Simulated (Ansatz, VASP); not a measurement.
**One calculation of Ga3As2P, two programs**

File INCAR:

```
ALGO = Normal
EDIFF = 1E-6
ENCUT = 520
GGA = PE
ISIF = 2
ISMEAR = 0
LASPH = True
LCHARG = True
LELF = True
LREAL = False
LVHAR = True
LWAVE = False
NBANDS = 36
NELM = 60
PREC = Accurate
SIGMA = 0.1
```

Contents of KPOINTS:

```
k-points
0
Gamma
  6 6 6
```

File POSCAR:

```
Ga3As2P
1.0
   -1.9374539900      1.9374539900      8.2199211200
    1.9374539900     -1.9374539900      8.2199211200
    1.9374539900      1.9374539900     -8.2199211200
Ga P As
3 1 2
Direct
    0.0000000000      0.0000000000      0.0000000000
    0.6666666700      0.6666666700      0.0000000000
    0.3333333300      0.3333333300      0.0000000000
    0.2500000000      0.7500000000      0.5000000000
    0.5833333300      0.0833333300      0.5000000000
    0.9166666700      0.4166666700      0.5000000000
```

Input for Ansatz:

```yaml
crystal:
  lattice:
    - [-1.93745399, 1.93745399, 8.21992112]
    - [1.93745399, -1.93745399, 8.21992112]
    - [1.93745399, 1.93745399, -8.21992112]
  atoms:
    - { symbol: Ga, position: [0.0, 0.0, 0.0] }
    - { symbol: Ga, position: [0.66666667, 0.66666667, 0.0] }
    - { symbol: Ga, position: [0.33333333, 0.33333333, 0.0] }
    - { symbol: P, position: [0.25, 0.75, 0.5] }
    - { symbol: As, position: [0.58333333, 0.08333333, 0.5] }
    - { symbol: As, position: [0.91666667, 0.41666667, 0.5] }
basis:
  ecutwfc: 420
kpoints:
  mp_grid: { grid: [6, 6, 6] }
hamiltonian:
  xc: pbe
scf:
  occupations: { method: gaussian, width: 0.1 }
  lower_state_search: "off"
output:
  forces: true
  stress: true
  eigenvalues: true
```

Alike in both runs: task single point; functional PBE; k mesh 6 × 6 × 6; occupations gaussian, width 0.1 eV; no spin polarisation.

```csv
,VASP,Ansatz
version,VASP 6.6.1,Ansatz 0.2.0
potentials or method,"VASP PAW PBE potentials, release 64 (Ga_d, P, As), cutoff 520 eV","scalar-relativistic, plane waves, PAW"
valence electrons in the cell,54,74
```

|  | VASP | Ansatz | Ansatz less VASP |
| --- | --- | --- | --- |
| gap on the k mesh at the Fermi level (eV) | 1.37 | 1.38 | +0.007 |
| least direct gap on the mesh (eV) | 1.40 | 1.39 | -0.006 |
| pressure (GPa) | 8.5 | 8.4 | -0.16 |
| traceless stress, the component that is largest in VASP (GPa) | -0.17 | -0.17 | +0.001 |
| rms of the force components (eV/Å) | 0.291 | 0.283 | -0.0079 |

Atom by atom the forces differ by 0.008 eV/Å (rms over components). VASP's potentials hold 54 valence electrons a cell and Ansatz's 74, so a difference there can come from the potentials and not from the codes.
